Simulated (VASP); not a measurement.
Write the native input for VASP 6.6.1 that does the following.

| Property | Result |
| --- | --- |
| Task | single point |
| Functional | LDA |
| Potentials or basis | VASP PAW LDA potentials, release 64 (Ag, Cl) |
| Cutoff | 520 eV |
| k mesh | 10 × 10 × 10 |
| Occupations | gaussian, width 0.03 eV |
| Spin | no spin polarisation |
| Dipole correction | no |
| Further INCAR settings | ALGO = Normal; EDIFF = 1e-06; NBANDS = 26 |

The structure of AgCl lies in POSCAR:

```
AgCl
1.0
    1.8124050585     -5.3828366473      0.0000000000
    1.8124050585      5.3828366473      0.0000000000
    0.0000000000      0.0000000000      4.1814629773
Ag Cl
2 2
Direct
    0.3965554000      0.6034446000      0.7500000000
    0.6034446000      0.3965554000      0.2500000000
    0.8654487300      0.1345512700      0.2500000000
    0.1345512700      0.8654487300      0.7500000000
```

This cell differs from its parent crystal: ratio of the length along z to the lengths across it x 1.1, volume and fractional coordinates fixed.

One way to write it, as run:

INCAR

```
PREC = Accurate ; ENCUT = 520
EDIFF = 1E-6 ; ISMEAR = 0
SIGMA = 0.03 ; LREAL = F
LASPH = T ; NELM = 60
ALGO = Normal ; ISIF = 2
LWAVE = F ; LCHARG = F
GGA = CA ; NBANDS = 26
```

KPOINTS

```
Automatic mesh
0
Gamma
  10 10 10
```

Potentials or basis: VASP PAW LDA potentials, release 64 (Ag, Cl).

The run is started by

```console
$ cat potpaw_LDA.64/Ag/POTCAR potpaw_LDA.64/Cl/POTCAR > POTCAR
$ mpirun -np 1 vasp_std > vasp.out
```

It gave:

```json
{
  "Pressure": "-6.5 GPa",
  "Largest force": "0.063 eV/Å",
  "Band gap on the k mesh": "0.27 eV, indirect (least direct gap 1.48 eV)"
}
```

Run time: 3.6 min on 1 thread of Intel(R) Xeon(R) Platinum 8488C (Sapphire Rapids), on a shared host, peak memory 0.43 GiB.
